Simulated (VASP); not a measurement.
# C (C2/m) in VASP: further runs

The runs below take C through density of states, vibrations by perturbation theory, with PBE.

Program: VASP 6.6.1. These are calculated values, not measurements. Logs are shortened: lines on timing, memory, paths and dates and some standing lists are left out, and cuts for length are marked.

## 1. The cell of the first run

It takes space group C2/m (No. 12, monoclinic). Conventional cell: a = 4.255 Å, b = 2.457 Å, c = 3.765 Å, α = 90.00°, β = 111.49°, γ = 90.00°. Within 1.9 Å of C (site symmetry m) lie 3 C at 1.42 Å.

## 2. Density of states, PBE

Contents of POSCAR:

```
C
1.0
    2.1273200000     -1.2282820000      0.0000000000
    2.1273200000      1.2282820000      0.0000000000
   -1.3790700000      0.0000000000      3.5028300000
C
2
Direct
    0.8333560000      0.8333560000      0.0000930000
    0.1666440000      0.1666440000      0.9999070000
```

Contents of INCAR.step1:

```
  PREC = Accurate
  ENCUT = 520
  EDIFF = 1E-6
  ISMEAR = -1
  SIGMA = 0.1
  LREAL = False
  LASPH = True
  NELM = 60
  ALGO = Normal
  ISIF = 2
  LWAVE = False
  LCHARG = True
  GGA = PE
  NBANDS = 11
```

Contents of KPOINTS.step1:

```
regular mesh
0
Gamma
  11 11 6
```

Contents of INCAR.step2:

```
  PREC = Accurate
  ENCUT = 520
  EDIFF = 1E-6
  ISMEAR = -5
  SIGMA = 0.1
  LREAL = False
  LASPH = True
  NELM = 60
  ALGO = Normal
  ISIF = 2
  LWAVE = False
  LCHARG = False
  GGA = PE
  LORBIT = 11
  NBANDS = 11
  NEDOS = 2001
  ICHARG = 11
```

Contents of KPOINTS.step2:

```
regular mesh
0
Gamma
  17 17 9
```

Potentials or basis: VASP PAW PBE potentials, release 64 (C).

Command:

```bash
$ cat potpaw_PBE.64/C/POTCAR > POTCAR
$ cp INCAR.step1 INCAR
$ cp KPOINTS.step1 KPOINTS
$ mpirun -np 1 vasp_std > vasp.out
$ cp INCAR.step2 INCAR
$ cp KPOINTS.step2 KPOINTS
$ mpirun -np 1 vasp_std > vasp.out
```

OUTCAR:

```text
PREC = Accurate
   ENCUT = 520
   EDIFF = 1E-6
   ISMEAR = -5
   LREAL = False
   LASPH = True
   NELM = 60
   ISIF = 2
   GGA = PE
   LORBIT = 11
   ICHARG = 11

 ion  position               nearest neighbor table
   1  0.833  0.833  0.000-   2 1.42   2 1.42   2 1.42
   2  0.167  0.167  1.000-   1 1.42   1 1.42   1 1.42

  LATTYP: Found a base centered monoclinic cell.
 ALAT       =     4.2546400000
 B/A-ratio  =     0.5773846906
 C/A-ratio  =     0.8848047021
 COS(beta)  =    -0.3663330234

  Lattice vectors:

 A1 = (   2.1273200000,  -1.2282820000,   0.0000000000)
 A2 = (   2.1273200000,   1.2282820000,   0.0000000000)
 A3 = (  -1.3790700000,   0.0000000000,   3.5028300000)

Analysis of symmetry for initial positions (statically):
=====================================================================
 Subroutine PRICEL returns:
 Original cell was already a primitive cell.

 Routine SETGRP: Setting up the symmetry group for a
 base centered monoclinic supercell.

 Subroutine GETGRP returns: Found  4 space group operations
 (whereof  4 operations were pure point group operations)
 out of a pool of  4 trial point group operations.

The static configuration has the point symmetry C_2h.

Analysis of symmetry for dynamics (positions and initial velocities):
=====================================================================
 Subroutine PRICEL returns:
 Original cell was already a primitive cell.

 Routine SETGRP: Setting up the symmetry group for a
 base centered monoclinic supercell.

 Subroutine GETGRP returns: Found  4 space group operations
 (whereof  4 operations were pure point group operations)
 out of a pool of  4 trial point group operations.

The dynamic configuration has the point symmetry C_2h.

 Subroutine INISYM returns: Found  4 space group operations
 (whereof  4 operations are pure point group operations),
 and found     1 'primitive' translations

----------------------------------------------------------------------------------------

                                     Primitive cell

  volume of cell :      18.3054

  direct lattice vectors                    reciprocal lattice vectors
     2.127320000 -1.228282000  0.000000000     0.235037512 -0.407072643  0.092534660
     2.127320000  1.228282000  0.000000000     0.235037512  0.407072643  0.092534660
    -1.379070000  0.000000000  3.502830000     0.000000000  0.000000000  0.285483452

[... 98 lines left out ...]
   EMIN   =  10.00;   EMAX   =-10.00  energy-range for DOS
   EFERMI =   0.00;   METHOD = LEGACY
   ISMEAR =    -5;   SIGMA  =   0.10  broadening in eV -4-tet -1-fermi 0-gaus
   EFERMI_NEDOS =   21; number of points for ismear=-14 and -15
   IALGO  =     38    algorithm
   IMIX   =      4    mixing-type and parameters
     AMIX     =   0.40;   BMIX     =  1.00
     AMIX_MAG =   1.60;   BMIX_MAG =  1.00
  volume/ion in A,a.u.               =       9.15        61.77
  Fermi-wavevector in a.u.,A,eV,Ry     =   1.242352  2.347706 20.999772  1.543440
  Thomas-Fermi vector in A             =   2.376711
   LORBIT       =     11    0 simple, 1 ext, 2 COOP (PROOUT), +10 PAW based schemes
   GGA     = PE    functional components
   LHFCALC =     F    Hartree Fock is set to
   AEXX    =    0.0000 exact exchange contribution
   IVDW    =     0    specifies the selected vdW correction
   LEPSILON=     F    determine dielectric tensor
   LRPA    =     F    only Hartree local field effects (RPA)
 non-spin polarized calculation
 Fermi weights with tetrahedron method with Bloechl corrections
  energy-cutoff  :      520.00
  volume of cell :       18.31
 maximum number of plane-waves:       508

 number of electron       8.0000000 magnetization

 Free energy of the ion-electron system (eV)
  ---------------------------------------------------
  ext. energy  EPLUGINS =         0.00000000
  ---------------------------------------------------
  free energy    TOTEN  =       -18.43372564 eV

  energy without entropy =      -18.43372564  energy(sigma->0) =      -18.43372564

 E-fermi :   4.1433     XC(G=0): -10.0459

 val. band max:        4.1245599589   @ k =  -0.2941   0.3529   0.1111
 cond. band min:       4.7338430633   @ k =  -0.3529   0.3529   0.4444
 fundamental gap:      0.6092831044
 Fermi energy:         4.1433462207

 k-point     1 :       0.0000    0.0000    0.0000
  band No.  band energies     occupation
      1     -15.3287      2.00000
      2      -2.4780      2.00000
      3       1.3598      2.00000
      4       1.3632      2.00000
      5       8.2888      0.00000
      6      12.7928      0.00000
      7      12.7951      0.00000
      8      15.8820      0.00000
      9      17.2187      0.00000
     10      27.1841      0.00000
     11      28.5775      0.00000
[... 309 lines left out ...]
 k-point    24 :      -0.1176    0.0588    0.0000
  band No.  band energies     occupation
      1     -14.7491      2.00000
      2      -1.8218      2.00000
      3      -0.5959      2.00000
      4       0.2333      2.00000
      5       9.0207      0.00000
      6      13.1229      0.00000
      7      14.0067      0.00000
      8      14.7432      0.00000
      9      18.4090      0.00000
     10      25.7937      0.00000
     11      28.6692      0.00000

 [... further k-points ...]

------------------------ aborting loop because EDIFF is reached ----------------------------------------

  FORCE on cell =-STRESS in cart. coord.  units (eV):
  Direction    XX          YY          ZZ          XY          YZ          ZX
  --------------------------------------------------------------------------------------
  -------------------------------------------------------------------------------------
  Total        0.6123595      0.6075415      0.2335846      0.0000000      0.0000000     -0.0035965
  in kB       53.5965804     53.1748831     20.4444209      0.0000000      0.0000000     -0.3147796
  external PRESSURE =      42.4052948 kB  Pullay stress =       0.0000000 kB

 VOLUME and BASIS-vectors are now :
 -----------------------------------------------------------------------------
  energy-cutoff  :      520.00
  volume of cell :       18.31
      direct lattice vectors                 reciprocal lattice vectors
     2.127320000 -1.228282000  0.000000000     0.235037512 -0.407072643  0.092534660
     2.127320000  1.228282000  0.000000000     0.235037512  0.407072643  0.092534660
    -1.379070000  0.000000000  3.502830000     0.000000000  0.000000000  0.285483452

 POSITION                                       TOTAL-FORCE (eV/Angst)
 -----------------------------------------------------------------------------------
      3.54550      0.00000      0.00033         0.004133      0.000000     -0.002784
     -0.66993      0.00000      3.50250        -0.004133      0.000000      0.002784
 -----------------------------------------------------------------------------------
    total drift:                                0.000000      0.000000     -0.000000

  FREE ENERGIE OF THE ION-ELECTRON SYSTEM (eV)
  ---------------------------------------------------
  free  energy   TOTEN  =       -18.4337256353 eV

  energy  without entropy=      -18.4337256353  energy(sigma->0) =      -18.43372564

 total charge

# of ion       s       p       d       tot
------------------------------------------
    1        0.866   1.798   0.000   2.664
    2        0.866   1.798   0.000   2.664
--------------------------------------------------
tot          1.732   3.596   0.000   5.328
```

Run time: 37 s. Hardware: 1 thread of Intel Xeon 6975P-C (Granite Rapids), shared host; peak memory 0.21 GiB.

Results:

- Valence electrons inside the program's atomic spheres: C 2.66

Caveat: this functional lacks dispersion, which binds the layers, so the pressure and a relaxed spacing across them are unreliable.

## 3. Vibrations by perturbation theory, PBE

Contents of INCAR:

```
  PREC = Accurate
  ENCUT = 520
  EDIFF = 1E-8
  ISMEAR = -1
  SIGMA = 0.1
  LREAL = False
  LASPH = True
  NELM = 100
  ALGO = Normal
  ISIF = 2
  LWAVE = False
  LCHARG = False
  GGA = PE
  NBANDS = 11
  IBRION = 8
  NSW = 1
```

Contents of KPOINTS:

```
Automatic mesh
0
Gamma
  11 11 6
```

POSCAR is that of step 2.

Potentials or basis: VASP PAW PBE potentials, release 64 (C).

Command:

```bash
$ cat potpaw_PBE.64/C/POTCAR > POTCAR
$ mpirun -np 1 vasp_std > vasp.out
```

OUTCAR:

```text
PREC = Accurate
   ENCUT = 520
   EDIFF = 1E-8
   ISMEAR = -1
   LREAL = False
   LASPH = True
   NELM = 100
   ISIF = 2
   GGA = PE
   IBRION = 8
   NSW = 1

 ion  position               nearest neighbor table
   1  0.833  0.833  0.000-   2 1.42   2 1.42   2 1.42
   2  0.167  0.167  1.000-   1 1.42   1 1.42   1 1.42

  LATTYP: Found a base centered monoclinic cell.
 ALAT       =     4.2546400000
 B/A-ratio  =     0.5773846906
 C/A-ratio  =     0.8848047021
 COS(beta)  =    -0.3663330234

  Lattice vectors:

 A1 = (   2.1273200000,  -1.2282820000,   0.0000000000)
 A2 = (   2.1273200000,   1.2282820000,   0.0000000000)
 A3 = (  -1.3790700000,   0.0000000000,   3.5028300000)

Analysis of symmetry for initial positions (statically):
=====================================================================
 Subroutine PRICEL returns:
 Original cell was already a primitive cell.

 Routine SETGRP: Setting up the symmetry group for a
 base centered monoclinic supercell.

 Subroutine GETGRP returns: Found  4 space group operations
 (whereof  4 operations were pure point group operations)
 out of a pool of  4 trial point group operations.

The static configuration has the point symmetry C_2h.

Analysis of symmetry for dynamics (positions and initial velocities):
=====================================================================
 Subroutine PRICEL returns:
 Original cell was already a primitive cell.

[... 538 lines left out ...]

--------------------------------------- Ionic step        5  -------------------------------------------

------------------------ aborting loop because EDIFF is reached ----------------------------------------

--------------------------------------- Ionic step        6  -------------------------------------------

 Free energy of the ion-electron system (eV)
  ---------------------------------------------------
  ---------------------------------------------------
  free energy    TOTEN  =        -0.12486995 eV

  energy without entropy =       -0.12486978

------------------------ aborting loop because EDIFF is reached ----------------------------------------

 INTERNAL STRAIN TENSOR  FOR ION    1  DIRECTION 3   (eV/Angst):
 -----------------------------------------------------------------------------
    -0.10701  0.00000 -0.00210
     0.00000  0.17129  0.00000
    -0.01401  0.00000 -0.10893

 INTERNAL STRAIN TENSOR FOR ION    2 for displacements in x,y,z  (eV/Angst):
          X           Y           Z          XY          YZ          ZX
  --------------------------------------------------------------------------------
  x   -13.10333    13.10063     0.02120     0.00000     0.00000    -0.11591
  y     0.00000     0.00000     0.00000    13.50719    -0.12840     0.00000
  z     0.10701    -0.17129     0.10893     0.00000     0.00000     0.00210

 SECOND DERIVATIVES (NOT SYMMETRIZED)
 ------------------------------------
               1X          1Y          1Z          2X          2Y          2Z
  1X   -56.148386    0.000000    0.001035   56.148386    0.000000   -0.001035
  1Y     0.000000  -56.130312    0.000000    0.000000   56.130312    0.000000
  1Z     0.001040    0.000000  -16.606604   -0.001040    0.000000   16.606604
  2X    56.148386    0.000000   -0.001035  -56.148386    0.000000    0.001035
  2Y     0.000000   56.130312    0.000000    0.000000  -56.130312    0.000000
  2Z    -0.001040    0.000000   16.606604    0.001040    0.000000  -16.606604

 Eigenvectors and eigenvalues of the dynamical matrix
 ----------------------------------------------------

   1 f  =   47.801858 THz   300.347932 2PiTHz 1594.498354 cm-1   197.692511 meV
             X         Y         Z           dx          dy          dz
      3.545502  0.000000  0.000326    -0.707107   -0.000000    0.000019
     -0.669932  0.000000  3.502504     0.707107    0.000000   -0.000019
[... 11 lines left out ...]
   4 f  =    0.000000 THz     0.000001 2PiTHz    0.000004 cm-1     0.000001 meV
             X         Y         Z           dx          dy          dz
      3.545502  0.000000  0.000326     0.707107    0.000039   -0.000001
     -0.669932  0.000000  3.502504     0.707107    0.000039   -0.000001

   5 f/i=    0.000001 THz     0.000004 2PiTHz    0.000021 cm-1     0.000003 meV
             X         Y         Z           dx          dy          dz
      3.545502  0.000000  0.000326    -0.000025    0.445018   -0.549508
     -0.669932  0.000000  3.502504    -0.000025    0.445018   -0.549508

   6 f/i=    0.000001 THz     0.000004 2PiTHz    0.000023 cm-1     0.000003 meV
             X         Y         Z           dx          dy          dz
      3.545502  0.000000  0.000326    -0.000029    0.549508    0.445018
     -0.669932  0.000000  3.502504    -0.000029    0.549508    0.445018

--------------------------------------------------------------------------------------------------------

 ELASTIC MODULI CONTR FROM IONIC RELAXATION (kBar)
 Direction    XX          YY          ZZ          XY          YZ          ZX
 --------------------------------------------------------------------------------
 XX        -267.7035    267.6845      0.3717     -0.0000      0.0000     -2.3688
 YY         267.6845   -267.6872     -0.3347      0.0000     -0.0000      2.3690
 ZZ           0.3717     -0.3347     -0.0632     -0.0000      0.0000      0.0026
 XY          -0.0000      0.0000     -0.0000   -284.4874      2.7044     -0.0000
 YZ           0.0000     -0.0000      0.0000      2.7044     -0.0257      0.0000
 ZX          -2.3688      2.3690      0.0026     -0.0000      0.0000     -0.0210
 --------------------------------------------------------------------------------
```

OSZICAR:

```text
N       E                     dE             d eps       ncg     rms          rms(c)
DAV:   1     0.153088012752E+01    0.15309E+01   -0.41005E+03  4544   0.647E+02
DAV:   2    -0.191925310886E+02   -0.20723E+02   -0.19775E+02  6038   0.120E+02
DAV:   3    -0.196709799885E+02   -0.47845E+00   -0.47755E+00  5563   0.148E+01
DAV:   4    -0.196729418154E+02   -0.19618E-02   -0.19616E-02  5368   0.118E+00
[... 51 lines left out ...]
RMM:   7    -0.124869376438E+00    0.10424E-04   -0.21064E-08  7812   0.858E-04    0.110E-04
RMM:   8    -0.124869728804E+00   -0.35237E-06   -0.10276E-08  8052   0.159E-04    0.573E-05
RMM:   9    -0.124869954100E+00   -0.22530E-06   -0.10361E-08  7857   0.167E-04    0.787E-06
RMM:  10    -0.124869942269E+00    0.11831E-07   -0.10174E-08  8281   0.579E-05    0.188E-06
RMM:  11    -0.124869945517E+00   -0.32481E-08   -0.99603E-09  7755   0.521E-05    0.256E-07
 Linear response finished
```

Wall time 82 s (1 thread of Intel Xeon 6975P-C (Granite Rapids), shared host); peak memory 0.24 GiB.

What came out:

* Highest phonon frequency at Γ: 1594 cm⁻¹

Phonon frequencies in cm⁻¹ (negative: imaginary):
| q point | frequencies |
| --- | --- |
| (0.000, 0.000, 0.000) | 0 0 0 867 1594 1594 |

Caveat: the cell wasn't relaxed at this level first, which shifts response properties; this functional lacks dispersion, which binds the layers, so the pressure and a relaxed spacing across them are unreliable.
